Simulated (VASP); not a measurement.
Runs of VASP 6.6.1 on LiBr. The structure is that of space group Fm-3m (No. 225), or close to it. The cells are those of the table. 

```csv
task,cell,k mesh,gap on the mesh (eV),pressure (GPa)
relaxation of cell and atoms,"relaxed from a = 3.827 Å, angles 60.0°, 2 atoms",8 × 8 × 8,4.99,0.0
relaxation of cell and atoms,"relaxed to 3 GPa from a = 3.826 Å, angles 60.0°, 2 atoms",8 × 8 × 8,5.42,3.0
single point,"a = 3.852 Å, angles 60.0°, 2 atoms",8 × 8 × 8,4.90,-0.6
single point,"a = 3.718 Å, angles 60.0°, 2 atoms","8 × 8 × 8, shifted",(a),3.0
single point,"a = 3.718 Å, angles 60.0°, 2 atoms",8 × 8 × 8,5.42,3.0
```

Alike in all rows: level PBEsol; potentials or basis VASP PAW PBE potentials, release 64 (Li_sv, Br); no spin polarisation; cutoff (eV) 750; smearing gaussian 0.01 eV.

**Question.** Estimate the missing entries.

**Answer.** (a) 5.57.

Caveats: the PAW data sets were made with another functional, which shifts forces and pressure a little; the cell is relaxed towards a set pressure, so the run minimises the enthalpy, not the energy (at least some runs); a shifted mesh leaves out Γ, where band edges can lie (at least some runs).

A k mesh can miss the band edges, and the runs leave out spin-orbit coupling on Br.
